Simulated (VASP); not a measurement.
Runs of VASP 6.6.1 on Si3Mo. The structure is that of space group Pm-3m (No. 221), or close to it. The cells are those of the table. 

```tsv
task	spin	cell	k mesh	cutoff (eV)	gap on the mesh (eV)	pressure (GPa)	relaxed volume (Å³/atom)
single point	off	a = 3.827 Å, 4 atoms	4 × 4 × 4	520	none	-0.1	-
single point	off	a = 3.970 Å, 4 atoms	4 × 4 × 4	520	none	-13.5	-
relaxation of cell and atoms	off	relaxed from a = 3.827 Å, 4 atoms	12 × 12 × 12	600	none	0.0	(a)
relaxation of cell and atoms	off	relaxed from a = 3.970 Å, 4 atoms	4 × 4 × 4	600	none	-0.2	14.03
single point	off	a = 3.818 Å, 4 atoms	12 × 12 × 12	520	none	0.1	-
single point	collinear, ferromagnetic start	a = 3.827 Å, 4 atoms	4 × 4 × 4	520	none	-0.1	-
```

Alike in all rows: level PBE; potentials or basis VASP PAW PBE potentials, release 64 (Si, Mo_sv); smearing gaussian 0.1 eV.

Task: Fill in the values left out.

Result: (a) 13.91.

Caveats: some runs use coarse meshes.

A k mesh can miss the band edges, and the runs leave out spin-orbit coupling on Mo.

A gap of «none» marks levels without a gap at the run's occupations.
